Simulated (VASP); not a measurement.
# Cl (Cmce) in VASP: further runs

Cl is run at these levels: PBE; tasks: single point.

Program: VASP 6.6.1. These are calculated values, not measurements. Logs are shortened: lines on timing, memory, paths and dates and some standing lists are left out, and cuts for length are marked.

### 1 The cell of the first run

It takes space group Cmce (No. 64, orthorhombic). Conventional cell: a = 6.162 Å, b = 4.408 Å, c = 8.042 Å, α = 90.00°, β = 90.00°, γ = 90.00°. Cl (site symmetry m) has 1 Cl at 1.98 Å within 2.6 Å.

### 2 Single point, PBE

INCAR

```
PREC = Accurate ; ENCUT = 520
EDIFF = 1E-7 ; ISMEAR = -1
SIGMA = 0.05 ; LREAL = False
LASPH = True ; NELM = 80
ALGO = Normal ; ISIF = 2
LWAVE = False ; LCHARG = True
GGA = PE ; LELF = True
LVHAR = True ; NBANDS = 22
```

KPOINTS

```
Automatic mesh
0
Gamma
  7 7 4
```

POSCAR

```
Cl
1.0
    3.0807983119     -2.2040687446      0.0000000000
    3.0807983119      2.2040687446      0.0000000000
    0.0000000000      0.0000000000      8.0424019526
Cl
4
Direct
    0.3700000000      0.6300000000      0.4000000000
    0.1300000000      0.8700000000      0.9000000000
    0.6300000000      0.3700000000      0.6000000000
    0.8700000000      0.1300000000      0.1000000000
```

Potentials or basis: VASP PAW PBE potentials, release 64 (Cl).

Started as:

```sh
$ cat potpaw_PBE.64/Cl/POTCAR > POTCAR
$ mpirun -np 1 vasp_std > vasp.out
```

OUTCAR:

```text
PREC = Accurate
   ENCUT = 520
   EDIFF = 1E-7
   ISMEAR = -1
   LREAL = False
   LASPH = True
   NELM = 80
   ISIF = 2
   GGA = PE

 ion  position               nearest neighbor table
   1  0.370  0.630  0.400-   3 1.98
   2  0.130  0.870  0.900-   4 1.98
   3  0.630  0.370  0.600-   1 1.98
   4  0.870  0.130  0.100-   2 1.98

  LATTYP: Found a base centered orthorhombic cell.
 ALAT       =     4.4081374892
 B/A-ratio  =     1.3977777778
 C/A-ratio  =     1.8244444445

  Lattice vectors:

 A1 = (  -3.0807983119,  -2.2040687446,   0.0000000000)
 A2 = (   3.0807983119,  -2.2040687446,   0.0000000000)
 A3 = (   0.0000000000,   0.0000000000,   8.0424019526)

Analysis of symmetry for initial positions (statically):
=====================================================================
 Subroutine PRICEL returns:
 Original cell was already a primitive cell.

 Routine SETGRP: Setting up the symmetry group for a
 base centered orthorhombic supercell.

 Subroutine GETGRP returns: Found  8 space group operations
 (whereof  4 operations were pure point group operations)
 out of a pool of  8 trial point group operations.

The static configuration has the point symmetry C_2h.
 The point group associated with its full space group is D_2h.

Analysis of symmetry for dynamics (positions and initial velocities):
=====================================================================
 Subroutine PRICEL returns:
 Original cell was already a primitive cell.

 Routine SETGRP: Setting up the symmetry group for a
 base centered orthorhombic supercell.

 Subroutine GETGRP returns: Found  8 space group operations
 (whereof  4 operations were pure point group operations)
 out of a pool of  8 trial point group operations.

The dynamic configuration has the point symmetry C_2h.
 The point group associated with its full space group is D_2h.

 Subroutine INISYM returns: Found  8 space group operations
 (whereof  4 operations are pure point group operations),
 and found     1 'primitive' translations

----------------------------------------------------------------------------------------

                                     Primitive cell

  volume of cell :     109.2205

  direct lattice vectors                    reciprocal lattice vectors
     3.080798312 -2.204068745  0.000000000     0.162295597 -0.226853178  0.000000000
     3.080798312  2.204068745  0.000000000     0.162295597  0.226853178  0.000000000
     0.000000000  0.000000000  8.042401953     0.000000000  0.000000000  0.124340963

  length of vectors
     3.788038710  3.788038710  8.042401953     0.278930502  0.278930502  0.124340963

  position of ions in fractional coordinates (direct lattice)
     0.370000000  0.630000000  0.400000000
     0.130000000  0.870000000  0.900000000
     0.630000000  0.370000000  0.600000000
     0.870000000  0.130000000  0.100000000

  ion indices of the primitive-cell ions
   primitive index   ion index
                 1           1
                 2           2
                 3           3
                 4           4

----------------------------------------------------------------------------------------

 KPOINTS: Automatic mesh

Automatic generation of k-mesh.
 Grid dimensions read from file:
 generate k-points for:    7    7    4

 Generating k-lattice:

  Cartesian coordinates                     Fractional coordinates (reciprocal lattice)
     0.023185085 -0.032407597  0.000000000     0.142857143  0.000000000  0.000000000
     0.023185085  0.032407597  0.000000000     0.000000000  0.142857143  0.000000000
     0.000000000  0.000000000  0.031085241     0.000000000  0.000000000  0.250000000

  Length of vectors
     0.039847215  0.039847215  0.031085241

  Shift w.r.t. Gamma in fractional coordinates (k-lattice)
     0.000000000  0.000000000  0.000000000

 Subroutine IBZKPT returns following result:
 ===========================================

 Found     48 irreducible k-points:

 Following reciprocal coordinates:
            Coordinates               Weight
  0.000000  0.000000  0.000000      1.000000
  0.142857 -0.000000  0.000000      4.000000
  0.285714 -0.000000  0.000000      4.000000
  0.428571 -0.000000  0.000000      4.000000
  0.142857  0.142857  0.000000      2.000000
  0.285714  0.142857  0.000000      4.000000
[... 16 lines left out ...]
  0.428571  0.142857  0.250000      8.000000
 -0.428571  0.142857  0.250000      8.000000
 [... further k-points ...]
   k-points           NKPTS =     48   k-points in BZ     NKDIM =     48   number of bands    NBANDS=     22
   number of dos      NEDOS =    301   number of ions     NIONS =      4
   total plane-waves  NPLWV =  47040
   dimension x,y,z NGX =    28 NGY =   28 NGZ =   60
   dimension x,y,z NGXF=    56 NGYF=   56 NGZF=  120
   ions per type =               4
   NGX,Y,Z   is equivalent  to a cutoff of  12.29, 12.29, 12.40 a.u.
   NGXF,Y,Z  is equivalent  to a cutoff of  24.58, 24.58, 24.81 a.u.
 SYSTEM =  unknown system
   PREC   = accura    normal or accurate (medium, high low for compatibility)
   ISTART =      0    job   : 0-new  1-cont  2-samecut
   ICHARG =      2    charge: 1-file 2-atom 10-const
   ISPIN  =      1    spin polarized calculation?
   LNONCOLLINEAR =      F non collinear calculations
   LSORBIT =      F    spin-orbit coupling
   LASPH  =      T    aspherical Exc in radial PAW
   ENCUT  =  520.0 eV  38.22 Ry    6.18 a.u.   7.04  7.04 14.95*2*pi/ulx,y,z
   NELM   =     80;   NELMIN=  2; NELMDL= -5     # of ELM steps
   EDIFF  = 0.1E-06   stopping-criterion for ELM
   LREAL  =      F    real-space projection
   EDIFFG = 0.1E-05   stopping-criterion for IOM
   NSW    =      0    number of steps for IOM
   IBRION =     -1    ionic relax: 0-MD 1-quasi-New 2-CG
   NFREE  =      0    steps in history (QN), initial steepest desc. (CG)
   ISIF   =      2    stress and relaxation
   ISYM   =      2    0-nonsym 1-usesym 2-fastsym
   POTIM  = 0.5000    time-step for ionic-motion
   TEBEG  =    0.0;   TEEND  =   0.0 temperature during run
   PSTRESS=    0.0 pullay stress
   NELECT =      28.0000    total number of electrons
   NUPDOWN=      -1.0000    fix difference up-down
   EMIN   =  10.00;   EMAX   =-10.00  energy-range for DOS
   EFERMI =   0.00;   METHOD = LEGACY
   ISMEAR =    -1;   SIGMA  =   0.05  broadening in eV -4-tet -1-fermi 0-gaus
   EFERMI_NEDOS =   21; number of points for ismear=-14 and -15
   IALGO  =     38    algorithm
   IMIX   =      4    mixing-type and parameters
     AMIX     =   0.40;   BMIX     =  1.00
     AMIX_MAG =   1.60;   BMIX_MAG =  1.00
  volume/ion in A,a.u.               =      27.31       184.26
  Fermi-wavevector in a.u.,A,eV,Ry     =   1.039983  1.965282 14.715572  1.081564
  Thomas-Fermi vector in A             =   2.174538
   LORBIT       =      0    0 simple, 1 ext, 2 COOP (PROOUT), +10 PAW based schemes
   GGA     = PE    functional components
   LHFCALC =     F    Hartree Fock is set to
   AEXX    =    0.0000 exact exchange contribution
   IVDW    =     0    specifies the selected vdW correction
   LEPSILON=     F    determine dielectric tensor
   LRPA    =     F    only Hartree local field effects (RPA)
 non-spin polarized calculation
  energy-cutoff  :      520.00
  volume of cell :      109.22
 maximum number of plane-waves:      2974
   NGX = 15   NGY = 15   NGZ = 29

 number of electron      27.9999995 magnetization

 Free energy of the ion-electron system (eV)
  ---------------------------------------------------
  ext. energy  EPLUGINS =         0.00000000
  ---------------------------------------------------
  free energy    TOTEN  =        -7.25765419 eV

  energy without entropy =       -7.25765419  energy(sigma->0) =       -7.25765419

 E-fermi :   1.0459     XC(G=0):  -8.0019

 val. band max:       -0.0869977321   @ k =  -0.4286   0.4286   0.0000
 cond. band min:       2.6870734014   @ k =   0.1429  -0.0000   0.0000
 fundamental gap:      2.7740711335
 Fermi energy:         1.0458539337

 k-point     1 :       0.0000    0.0000    0.0000
  band No.  band energies     occupation
      1     -17.0932      2.00000
      2     -16.8661      2.00000
      3     -12.7631      2.00000
      4     -12.1144      2.00000
      5      -5.6625      2.00000
      6      -4.7300      2.00000
[... 14 lines left out ...]
     21      10.2393      0.00000
     22      10.3716      0.00000

 k-point     2 :       0.1429   -0.0000    0.0000
  band No.  band energies     occupation
      1     -17.0524      2.00000
      2     -16.8458      2.00000
      3     -12.7343      2.00000
      4     -12.1544      2.00000
      5      -5.6591      2.00000
      6      -4.7774      2.00000
[... 14 lines left out ...]
     21       9.9255      0.00000
     22      10.5011      0.00000

 k-point     3 :       0.2857   -0.0000    0.0000
  band No.  band energies     occupation
      1     -16.9517      2.00000
      2     -16.8053      2.00000
      3     -12.6562      2.00000
      4     -12.2628      2.00000
      5      -5.6279      2.00000
      6      -4.9426      2.00000
[... 14 lines left out ...]
     21      10.2134      0.00000
     22      11.1286      0.00000
[... 476 lines left out ...]
 k-point    23 :       0.4286    0.1429    0.2500
  band No.  band energies     occupation
      1     -16.8572      2.00000
      2     -16.7760      2.00000
      3     -12.5438      2.00000
      4     -12.3370      2.00000
      5      -5.4582      2.00000
      6      -5.1019      2.00000
[... 14 lines left out ...]
     21      10.3775      0.00000
     22      10.5638      0.00000

 k-point    24 :      -0.4286    0.1429    0.2500
  band No.  band energies     occupation
      1     -16.8044      2.00000
      2     -16.7909      2.00000
      3     -12.4811      2.00000
      4     -12.4534      2.00000
      5      -5.3183      2.00000
      6      -5.2876      2.00000
[... 14 lines left out ...]
     21      10.5514      0.00000
     22      10.7528      0.00000

 [... further k-points ...]

------------------------ aborting loop because EDIFF is reached ----------------------------------------

  FORCE on cell =-STRESS in cart. coord.  units (eV):
  Direction    XX          YY          ZZ          XY          YZ          ZX
  --------------------------------------------------------------------------------------
  -------------------------------------------------------------------------------------
  Total        1.1496541      1.3922042      2.0449980      0.0000000      0.0000000      0.0000000
  in kB       16.8645046     20.4225212     29.9984833      0.0000000      0.0000000      0.0000000
  external PRESSURE =      22.4285030 kB  Pullay stress =       0.0000000 kB

 VOLUME and BASIS-vectors are now :
 -----------------------------------------------------------------------------
  energy-cutoff  :      520.00
  volume of cell :      109.22
      direct lattice vectors                 reciprocal lattice vectors
     3.080798312 -2.204068745  0.000000000     0.162295597 -0.226853178  0.000000000
     3.080798312  2.204068745  0.000000000     0.162295597  0.226853178  0.000000000
     0.000000000  0.000000000  8.042401953     0.000000000  0.000000000  0.124340963

 POSITION                                       TOTAL-FORCE (eV/Angst)
 -----------------------------------------------------------------------------------
      3.08080      0.57306      3.21696         0.000000      0.272171     -0.531215
      3.08080      1.63101      7.23816         0.000000     -0.272171     -0.531215
      3.08080     -0.57306      4.82544         0.000000     -0.272171      0.531215
      3.08080     -1.63101      0.80424         0.000000      0.272171      0.531215
 -----------------------------------------------------------------------------------
    total drift:                               -0.000000      0.000000      0.000000

  FREE ENERGIE OF THE ION-ELECTRON SYSTEM (eV)
  ---------------------------------------------------
  free  energy   TOTEN  =        -7.2576541945 eV

  energy  without entropy=       -7.2576541944  energy(sigma->0) =       -7.25765419
```

Run time: 72 s. Hardware: 1 thread of Intel Xeon Platinum 8259CL at 2.50GHz (Skylake/Cascade Lake), shared host; peak memory 0.24 GiB.

What came out:

```
Free energy            : -7.2577 eV
Pressure               : 2.2 GPa
Largest force          : 0.597 eV/Å
Band gap on the k mesh : 2.77 eV, indirect (least direct gap 2.84 eV)
```

Forces in eV/Å, atoms in the order of the input:
```
Cl   0.000  0.272 -0.531
Cl   0.000 -0.272 -0.531
Cl   0.000 -0.272  0.531
Cl   0.000  0.272  0.531
```

Stress tensor (GPa, compression positive):
```
1.69 0.00 0.00
0.00 2.04 0.00
0.00 0.00 3.00
```

Levels at points of the mesh, in eV from the valence-band top:
```tsv
k point	band 11	band 12	band 13	band 14	band 15	band 16	band 17	band 18
(0.00, 0.00, 0.00)	-0.77	-0.45	-0.16	-0.06	2.78	3.37	7.02	7.51
(0.00, 0.00, 0.50)	-0.72	-0.72	-0.11	-0.11	2.96	2.96	7.56	7.56
```

A k mesh can miss the band edges.

### 3 Single point, PBE

This run uses another cell than the first one, of 27.89 Å³/atom, 1.021 times its volume.

INCAR

```
SYSTEM = Cl
PREC = Accurate ; ENCUT = 520
EDIFF = 1E-7 ; ISMEAR = -1
SIGMA = 0.05 ; LREAL = .False.
LASPH = .True. ; NELM = 100
ALGO = Normal ; ISIF = 2
LWAVE = .False. ; LCHARG = .False.
GGA = PE ; NBANDS = 22
```

KPOINTS

```
regular mesh
0
Gamma
  7 7 4
  0 0 0
```

POSCAR

```
Cl
1.0
    3.1024947895     -2.2195908669      0.0000000000
    3.1024947895      2.2195908669      0.0000000000
    0.0000000000      0.0000000000      8.0990404521
Cl
4
Direct
    0.3700000000      0.6300000000      0.4000000000
    0.1300000000      0.8700000000      0.9000000000
    0.6300000000      0.3700000000      0.6000000000
    0.8700000000      0.1300000000      0.1000000000
```

Potentials or basis: VASP PAW PBE potentials, release 64 (Cl).

Started as:

```sh
$ cat potpaw_PBE.64/Cl/POTCAR > POTCAR
$ mpirun -np 1 vasp_std > vasp.out
```

Wall time 69 s (1 thread of Intel Xeon Platinum 8259CL at 2.50GHz (Skylake/Cascade Lake), shared host); peak memory 0.24 GiB.

Results (log left out):

- Free energy: -7.2858 eV
- Pressure: 1.5 GPa
- Largest force: 0.337 eV/Å
- Band gap on the k mesh: 2.69 eV, indirect (least direct gap 2.75 eV)

Forces in eV/Å, atoms in the order of the input:
```
Cl   0.000  0.117 -0.316
Cl   0.000 -0.117 -0.316
Cl   0.000 -0.117  0.316
Cl   0.000  0.117  0.316
```

Stress tensor (GPa, compression positive):
```
1.51 0.00 0.00
0.00 1.31 0.00
0.00 0.00 1.73
```

Levels at points of the mesh, in eV from the valence-band top:
```csv
k point,band 10,band 11,band 12,band 13,band 14,band 15,band 16,band 17,band 18,band 19
"(0.00, 0.00, 0.00)",-2.25,-0.75,-0.43,-0.16,-0.06,2.70,3.28,6.99,7.54,8.79
"(0.00, 0.00, 0.50)",-2.26,-0.69,-0.69,-0.11,-0.11,2.89,2.89,7.54,7.54,9.71
```

A k mesh can miss the band edges. Expect the measured gap to be larger: semilocal functionals such as PBE lack the derivative discontinuity.

### 4 Single point, PBE

This run uses another cell than the first one, of 28.47 Å³/atom, 1.043 times its volume.

INCAR

```
SYSTEM = Cl
  ALGO = Normal
  EDIFF = 1E-6
  ENCUT = 520
  GGA = PE
  ISIF = 2
  ISMEAR = -1
  LASPH = .True.
  LCHARG = .False.
  LREAL = .False.
  LWAVE = .False.
  NBANDS = 22
  NELM = 80
  PREC = Accurate
  SIGMA = 0.05
```

KPOINTS

```
k-points
0
Gamma
  7 7 4
  0 0 0
```

POSCAR

```
Cl
1.0
    3.1238919815     -2.2348988739      0.0000000000
    3.1238919815      2.2348988739      0.0000000000
    0.0000000000      0.0000000000      8.1548976686
Cl
4
Direct
    0.3700000000      0.6300000000      0.4000000000
    0.1300000000      0.8700000000      0.9000000000
    0.6300000000      0.3700000000      0.6000000000
    0.8700000000      0.1300000000      0.1000000000
```

Started as:

```sh
$ cat potpaw_PBE.64/Cl/POTCAR > POTCAR
$ mpirun -np 1 vasp_std > vasp.out
```

Wall time 78 s (1 thread of Intel Xeon Platinum 8259CL at 2.50GHz (Skylake/Cascade Lake), shared host); peak memory 0.25 GiB.

The run converged. Its results:

- Free energy: -7.3039 eV
- Pressure: 0.9 GPa
- Largest force: 0.119 eV/Å
- Band gap on the k mesh: 2.62 eV, indirect (least direct gap 2.67 eV)

Forces on the atoms (eV/Å):
```
Cl   0.000 -0.026 -0.116
Cl   0.000  0.026 -0.116
Cl   0.000  0.026  0.116
Cl   0.000 -0.026  0.116
```

Stress tensor (GPa, compression positive):
```
1.34 0.00 0.00
0.00 0.66 0.00
0.00 0.00 0.60
```

Levels at points of the mesh, in eV from the valence-band top:
| k point | band 10 | band 11 | band 12 | band 13 | band 14 | band 15 | band 16 | band 17 | band 18 | band 19 |
| --- | --- | --- | --- | --- | --- | --- | --- | --- | --- | --- |
| (0.00, 0.00, 0.00) | -2.19 | -0.72 | -0.41 | -0.15 | -0.05 | 2.62 | 3.19 | 6.97 | 7.57 | 8.84 |
| (0.00, 0.00, 0.50) | -2.20 | -0.66 | -0.66 | -0.10 | -0.10 | 2.81 | 2.81 | 7.53 | 7.53 | 9.71 |

(Continued in part 2 of 2.)
